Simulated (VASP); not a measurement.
A run of VASP 6.6.1 is set up as follows.

File INCAR:

```
SYSTEM = SiGeW3
ALGO = Normal ; EDIFF = 1E-7
ENCUT = 520 ; GGA = PE
ISIF = 2 ; ISMEAR = 0
LASPH = .True. ; LCHARG = .False.
LREAL = .False. ; LWAVE = .False.
NBANDS = 38 ; NELM = 100
PREC = Accurate ; SIGMA = 0.1
```

Contents of KPOINTS:

```
k-points
0
Gamma
  4 4 4
  0 0 0
```

The input POSCAR:

```
SiGeW3
1.0
    4.2041349700      0.0000000000      0.0000000000
    0.0000000000      4.2041349700      0.0000000000
    0.0000000000      0.0000000000      5.7819651700
Si Ge W
1 1 3
Direct
    0.5000000000      0.5000000000      0.0000000000
    0.0000000000      0.0000000000      0.5000000000
    0.0000000000      0.0000000000      0.8081427500
    0.0000000000      0.0000000000      0.1918572500
    0.5000000000      0.5000000000      0.5000000000
```

Potentials or basis: VASP PAW PBE potentials, release 64 (Si, Ge_d, W_sv).

Command:

```console
$ cat potpaw_PBE.64/Si/POTCAR potpaw_PBE.64/Ge_d/POTCAR potpaw_PBE.64/W_sv/POTCAR > POTCAR
$ mpirun -np 1 vasp_std > vasp.out
```

Problem. What does it give for the band gap on the k mesh?

Solution. Zero (bands 30 and 31 overlap by 0.91 eV).

Problem. What does it give for the pressure?

Solution. 40.1 GPa.

Problem. What does it give for the largest force?

Solution. 28.586 eV/Å.

Stress tensor (GPa, compression positive):
```
-26.16   0.00   0.00
  0.00 -26.16   0.00
  0.00   0.00 172.60
```

Caveat: the k points lie up to 0.37 Å⁻¹ apart, too coarse for converged energies and pressures of a metal; atoms lie so close that the PAW spheres overlap strongly, which falsifies energies and pressures; spin-orbit coupling is left out, which moves the levels of the heavy elements; forces of over 1 eV/Å act on the atoms, so gaps and moduli don't describe the material at rest.
